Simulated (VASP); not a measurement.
# W (Pm-3n) in VASP: a series of runs

The runs below take W through single point, with PBEsol.

Program: VASP 6.6.1. These are calculated values, not measurements. Logs are shortened: lines on timing, memory, paths and dates and some standing lists are left out, and cuts for length are marked.

## (1) The cell of the first run

It takes space group Pm-3n (No. 223, cubic). Conventional cell: a = 5.083 Å, b = 5.083 Å, c = 5.083 Å, α = 90.00°, β = 90.00°, γ = 90.00°. Within 3.7 Å of W (site symmetry m-3) lie 12 W at 2.84 Å. W (site symmetry -4m2) has 14 W at 2.54 to 3.11 Å within 3.4 Å.

## (2) Single point, PBEsol

Input file INCAR:

```
PREC     = Accurate       # precision mode
ENCUT    = 520            # plane-wave cutoff, eV
EDIFF    = 1E-7           # SCF threshold, eV
ISMEAR   = 0              # smearing method
SIGMA    = 0.1            # smearing width, eV
LREAL    = F              # projectors in reciprocal space
LASPH    = T              # aspherical terms in the spheres
NELM     = 100            # most SCF steps
ALGO     = Fast           # electronic algorithm
ISIF     = 2              # what is computed and relaxed
LWAVE    = F              # write WAVECAR
LCHARG   = F              # write CHGCAR
GGA      = PS             # functional
NBANDS   = 66             # bands
```

Input file KPOINTS:

```
Automatic mesh
0
Gamma
  8 8 8
```

Input file POSCAR:

```
W
1.0
    5.0830000000      0.0000000000      0.0000000000
    0.0000000000      5.0830000000      0.0000000000
    0.0000000000      0.0000000000      5.0830000000
W
8
Direct
    0.0000000000      0.0000000000      0.0000000000
    0.5000000000      0.5000000000      0.5000000000
    0.0000000000      0.5000000000      0.2500000000
    0.0000000000      0.5000000000      0.7500000000
    0.2500000000      0.0000000000      0.5000000000
    0.7500000000      0.0000000000      0.5000000000
    0.5000000000      0.7500000000      0.0000000000
    0.5000000000      0.2500000000      0.0000000000
```

Potentials or basis: VASP PAW PBE potentials, release 64 (W_sv).

Run with:

```sh
$ cat potpaw_PBE.64/W_sv/POTCAR > POTCAR
$ mpirun -np 1 vasp_std > vasp.out
```

OUTCAR:

```text
PREC = Accurate
   ENCUT = 520
   EDIFF = 1E-7
   ISMEAR = 0
   LREAL = F
   LASPH = T
   NELM = 100
   ISIF = 2
   GGA = PS

 ion  position               nearest neighbor table
   1  0.000  0.000  0.000-   3 2.84   4 2.84   5 2.84   6 2.84   7 2.84   8 2.84   5 2.84   6 2.84
                             3 2.84   4 2.84   7 2.84   8 2.84
   2  0.500  0.500  0.500-   3 2.84   4 2.84   5 2.84   6 2.84   7 2.84   8 2.84   7 2.84   8 2.84
                             5 2.84   6 2.84   3 2.84   4 2.84
   3  0.000  0.500  0.250-   4 2.54   4 2.54   1 2.84   2 2.84   1 2.84   2 2.84   8 3.11   5 3.11
                             6 3.11   5 3.11   6 3.11   7 3.11   7 3.11   8 3.11
   4  0.000  0.500  0.750-   3 2.54   3 2.54   1 2.84   2 2.84   1 2.84   2 2.84   8 3.11   5 3.11
                             6 3.11   5 3.11   6 3.11   7 3.11   7 3.11   8 3.11
   5  0.250  0.000  0.500-   6 2.54   6 2.54   1 2.84   1 2.84   2 2.84   2 2.84   8 3.11   4 3.11
                             7 3.11   8 3.11   3 3.11   3 3.11   4 3.11   7 3.11
   6  0.750  0.000  0.500-   5 2.54   5 2.54   1 2.84   1 2.84   2 2.84   2 2.84   8 3.11   4 3.11
                             7 3.11   8 3.11   3 3.11   3 3.11   4 3.11   7 3.11
   7  0.500  0.750  0.000-   8 2.54   8 2.54   1 2.84   2 2.84   2 2.84   1 2.84   3 3.11   4 3.11
                             5 3.11   6 3.11   5 3.11   6 3.11   3 3.11   4 3.11
   8  0.500  0.250  0.000-   7 2.54   7 2.54   1 2.84   2 2.84   2 2.84   1 2.84   3 3.11   4 3.11
                             5 3.11   6 3.11   5 3.11   6 3.11   3 3.11   4 3.11

  LATTYP: Found a simple cubic cell.
 ALAT       =     5.0830000000

  Lattice vectors:

 A1 = (   5.0830000000,   0.0000000000,   0.0000000000)
 A2 = (   0.0000000000,   5.0830000000,   0.0000000000)
 A3 = (   0.0000000000,   0.0000000000,   5.0830000000)

Analysis of symmetry for initial positions (statically):
=====================================================================
 Subroutine PRICEL returns:
 Original cell was already a primitive cell.

 Routine SETGRP: Setting up the symmetry group for a
 simple cubic supercell.

 Subroutine GETGRP returns: Found 48 space group operations
 (whereof 24 operations were pure point group operations)
 out of a pool of 48 trial point group operations.

The static configuration has the point symmetry T_h .
 The point group associated with its full space group is O_h .

Analysis of symmetry for dynamics (positions and initial velocities):
=====================================================================
 Subroutine PRICEL returns:
 Original cell was already a primitive cell.

 Routine SETGRP: Setting up the symmetry group for a
 simple cubic supercell.

 Subroutine GETGRP returns: Found 48 space group operations
 (whereof 24 operations were pure point group operations)
 out of a pool of 48 trial point group operations.

The dynamic configuration has the point symmetry T_h .
 The point group associated with its full space group is O_h .

 Subroutine INISYM returns: Found 48 space group operations
 (whereof 24 operations are pure point group operations),
 and found     1 'primitive' translations

----------------------------------------------------------------------------------------

                                     Primitive cell

  volume of cell :     131.3289

  direct lattice vectors                    reciprocal lattice vectors
     5.083000000  0.000000000  0.000000000     0.196734212  0.000000000  0.000000000
     0.000000000  5.083000000  0.000000000     0.000000000  0.196734212  0.000000000
     0.000000000  0.000000000  5.083000000     0.000000000  0.000000000  0.196734212

  length of vectors
     5.083000000  5.083000000  5.083000000     0.196734212  0.196734212  0.196734212

  position of ions in fractional coordinates (direct lattice)
     0.000000000  0.000000000  0.000000000
     0.500000000  0.500000000  0.500000000
     0.000000000  0.500000000  0.250000000
     0.000000000  0.500000000  0.750000000
     0.250000000  0.000000000  0.500000000
     0.750000000  0.000000000  0.500000000
     0.500000000  0.750000000  0.000000000
     0.500000000  0.250000000  0.000000000

  ion indices of the primitive-cell ions
   primitive index   ion index
                 1           1
                 2           2
                 3           3
                 4           4
                 5           5
                 6           6
                 7           7
                 8           8

----------------------------------------------------------------------------------------

 KPOINTS: Automatic mesh

Automatic generation of k-mesh.
 Grid dimensions read from file:
 generate k-points for:    8    8    8

 Generating k-lattice:

  Cartesian coordinates                     Fractional coordinates (reciprocal lattice)
     0.024591777  0.000000000  0.000000000     0.125000000  0.000000000  0.000000000
     0.000000000  0.024591777  0.000000000     0.000000000  0.125000000  0.000000000
     0.000000000  0.000000000  0.024591777     0.000000000  0.000000000  0.125000000

  Length of vectors
     0.024591777  0.024591777  0.024591777

  Shift w.r.t. Gamma in fractional coordinates (k-lattice)
     0.000000000  0.000000000  0.000000000

 Subroutine IBZKPT returns following result:
 ===========================================

 Found     35 irreducible k-points:

 Following reciprocal coordinates:
            Coordinates               Weight
  0.000000  0.000000  0.000000      1.000000
  0.125000  0.000000  0.000000      6.000000
  0.250000  0.000000  0.000000      6.000000
  0.375000  0.000000  0.000000      6.000000
  0.500000  0.000000  0.000000      3.000000
  0.125000  0.125000  0.000000     12.000000
[... 16 lines left out ...]
  0.375000  0.375000  0.125000     24.000000
  0.500000  0.375000  0.125000     24.000000
 [... further k-points ...]
   k-points           NKPTS =     35   k-points in BZ     NKDIM =     35   number of bands    NBANDS=     66
   number of dos      NEDOS =    301   number of ions     NIONS =      8
   total plane-waves  NPLWV =  64000
   dimension x,y,z NGX =    40 NGY =   40 NGZ =   40
   dimension x,y,z NGXF=    80 NGYF=   80 NGZF=   80
   ions per type =               8
   NGX,Y,Z   is equivalent  to a cutoff of  13.08, 13.08, 13.08 a.u.
   NGXF,Y,Z  is equivalent  to a cutoff of  26.17, 26.17, 26.17 a.u.
 SYSTEM =  unknown system
   PREC   = accura    normal or accurate (medium, high low for compatibility)
   ISTART =      0    job   : 0-new  1-cont  2-samecut
   ICHARG =      2    charge: 1-file 2-atom 10-const
   ISPIN  =      1    spin polarized calculation?
   LNONCOLLINEAR =      F non collinear calculations
   LSORBIT =      F    spin-orbit coupling
   LASPH  =      T    aspherical Exc in radial PAW
   ENCUT  =  520.0 eV  38.22 Ry    6.18 a.u.   9.45  9.45  9.45*2*pi/ulx,y,z
   NELM   =    100;   NELMIN=  2; NELMDL= -5     # of ELM steps
   EDIFF  = 0.1E-06   stopping-criterion for ELM
   LREAL  =      F    real-space projection
   EDIFFG = 0.1E-05   stopping-criterion for IOM
   NSW    =      0    number of steps for IOM
   IBRION =     -1    ionic relax: 0-MD 1-quasi-New 2-CG
   NFREE  =      0    steps in history (QN), initial steepest desc. (CG)
   ISIF   =      2    stress and relaxation
   ISYM   =      2    0-nonsym 1-usesym 2-fastsym
   POTIM  = 0.5000    time-step for ionic-motion
   TEBEG  =    0.0;   TEEND  =   0.0 temperature during run
   PSTRESS=    0.0 pullay stress
   NELECT =     112.0000    total number of electrons
   NUPDOWN=      -1.0000    fix difference up-down
   EMIN   =  10.00;   EMAX   =-10.00  energy-range for DOS
   EFERMI =   0.00;   METHOD = LEGACY
   ISMEAR =     0;   SIGMA  =   0.10  broadening in eV -4-tet -1-fermi 0-gaus
   EFERMI_NEDOS =   21; number of points for ismear=-14 and -15
   IALGO  =     68    algorithm
   IMIX   =      4    mixing-type and parameters
     AMIX     =   0.40;   BMIX     =  1.00
     AMIX_MAG =   1.60;   BMIX_MAG =  1.00
  volume/ion in A,a.u.               =      16.42       110.78
  Fermi-wavevector in a.u.,A,eV,Ry     =   1.552485  2.933771 32.792891  2.410209
  Thomas-Fermi vector in A             =   2.656853
   LORBIT       =      0    0 simple, 1 ext, 2 COOP (PROOUT), +10 PAW based schemes
   GGA     = PS    functional components
   LHFCALC =     F    Hartree Fock is set to
   AEXX    =    0.0000 exact exchange contribution
   IVDW    =     0    specifies the selected vdW correction
   LEPSILON=     F    determine dielectric tensor
   LRPA    =     F    only Hartree local field effects (RPA)
 non-spin polarized calculation
 RMM-DIIS sequential band-by-band and
 Gauss-broadening in eV      SIGMA  =   0.10
  energy-cutoff  :      520.00
  volume of cell :      131.33
 maximum number of plane-waves:      3575
 NGX is ok and might be reduce to    40
   NGX = 19   NGY = 19   NGZ = 19

 number of electron     111.9999988 magnetization

 Free energy of the ion-electron system (eV)
  ---------------------------------------------------
  ext. energy  EPLUGINS =         0.00000000
  ---------------------------------------------------
  free energy    TOTEN  =      -109.58975653 eV

  energy without entropy =     -109.57959436  energy(sigma->0) =     -109.58467545

 E-fermi :  10.5592     XC(G=0): -13.5493

 val. band max:       10.4916495810   @ k =   0.3750   0.3750   0.1250
 cond. band min:      10.5803714833   @ k =   0.1250   0.1250   0.0000
 fundamental gap:      0.0887219023
 Fermi energy:        10.5591565831

 k-point     1 :       0.0000    0.0000    0.0000
  band No.  band energies     occupation
      1     -63.4703      2.00000
      2     -63.4274      2.00000
      3     -63.4274      2.00000
      4     -63.2937      2.00000
      5     -63.2937      2.00000
      6     -63.2937      2.00000
[... 58 lines left out ...]
     65      12.3495      0.00000
     66      13.4450      0.00000

 k-point     2 :       0.1250    0.0000    0.0000
  band No.  band energies     occupation
      1     -63.4672      2.00000
      2     -63.4283      2.00000
      3     -63.4236      2.00000
      4     -63.2994      2.00000
      5     -63.2937      2.00000
      6     -63.2937      2.00000
[... 58 lines left out ...]
     65      13.2439      0.00000
     66      13.3002      0.00000

 k-point     3 :       0.2500    0.0000    0.0000
  band No.  band energies     occupation
      1     -63.4595      2.00000
      2     -63.4311      2.00000
      3     -63.4119      2.00000
      4     -63.3155      2.00000
      5     -63.2937      2.00000
      6     -63.2937      2.00000
[... 1438 lines left out ...]
     65      12.8918      0.00000
     66      13.3422      0.00000

 k-point    24 :       0.5000    0.3750    0.1250
  band No.  band energies     occupation
      1     -63.4334      2.00000
      2     -63.3979      2.00000
      3     -63.3680      2.00000
      4     -63.3651      2.00000
      5     -63.3383      2.00000
      6     -63.2993      2.00000
[... 58 lines left out ...]
     65      12.9517      0.00000
     66      13.3194      0.00000

 [... further k-points ...]

------------------------ aborting loop because EDIFF is reached ----------------------------------------

  FORCE on cell =-STRESS in cart. coord.  units (eV):
  Direction    XX          YY          ZZ          XY          YZ          ZX
  --------------------------------------------------------------------------------------
  -------------------------------------------------------------------------------------
  Total       -6.9026066     -6.9026066     -6.9026066      0.0000000      0.0000000     -0.0000000
  in kB      -84.2099431    -84.2099431    -84.2099431      0.0000000      0.0000000     -0.0000000
  external PRESSURE =     -84.2099431 kB  Pullay stress =       0.0000000 kB

 VOLUME and BASIS-vectors are now :
 -----------------------------------------------------------------------------
  energy-cutoff  :      520.00
  volume of cell :      131.33
      direct lattice vectors                 reciprocal lattice vectors
     5.083000000  0.000000000  0.000000000     0.196734212  0.000000000  0.000000000
     0.000000000  5.083000000  0.000000000     0.000000000  0.196734212  0.000000000
     0.000000000  0.000000000  5.083000000     0.000000000  0.000000000  0.196734212

 POSITION                                       TOTAL-FORCE (eV/Angst)
 -----------------------------------------------------------------------------------
      0.00000      0.00000      0.00000         0.000000      0.000000      0.000000
      2.54150      2.54150      2.54150         0.000000      0.000000      0.000000
      0.00000      2.54150      1.27075        -0.000000      0.000000     -0.000000
      0.00000      2.54150      3.81225         0.000000     -0.000000      0.000000
      1.27075      0.00000      2.54150         0.000000      0.000000      0.000000
      3.81225      0.00000      2.54150        -0.000000     -0.000000     -0.000000
      2.54150      3.81225      0.00000         0.000000      0.000000      0.000000
      2.54150      1.27075      0.00000        -0.000000      0.000000     -0.000000
 -----------------------------------------------------------------------------------
    total drift:                               -0.000000     -0.000000      0.000000

  FREE ENERGIE OF THE ION-ELECTRON SYSTEM (eV)
  ---------------------------------------------------
  free  energy   TOTEN  =      -109.5897565322 eV

  energy  without entropy=     -109.5795943585  energy(sigma->0) =     -109.58467545
```

Run time: 5.2 min. Hardware: 1 thread of Intel Xeon Platinum 8488C (Sapphire Rapids), shared host; peak memory 0.36 GiB.

Results:

```yaml
Free_energy: -109.5898 eV
Pressure: -8.4 GPa
Band_gap_on_the_k_mesh: zero (bands 56 and 57 overlap by 0.82 eV)
```

Levels at points of the mesh, in eV from the Fermi level:
| k point | band 53 | band 54 | band 55 | band 56 | band 57 | band 58 | band 59 | band 60 |
| --- | --- | --- | --- | --- | --- | --- | --- | --- |
| (0.00, 0.00, 0.00) | -1.45 | -1.45 | -0.46 | -0.46 | -0.46 | 1.59 | 1.59 | 1.59 |
| (0.50, 0.00, 0.00) | -1.13 | -1.13 | -0.92 | -0.92 | 0.55 | 0.55 | 0.77 | 0.77 |
| (0.50, 0.50, 0.00) | -1.22 | -0.90 | -0.90 | 0.27 | 0.27 | 0.30 | 0.54 | 0.96 |
| (0.50, 0.50, 0.50) | -1.39 | -1.39 | -1.39 | -1.39 | 1.32 | 1.32 | 1.32 | 1.32 |

Caveat: the cell stands under tension; the PAW data sets were made with another functional, which shifts forces and pressure a little; spin-orbit coupling is left out, which moves the levels of the heavy elements.

(Part 1 of 2 ends here.)

The gap in the log of VASP goes by the Fermi energy; the results here count the filled bands.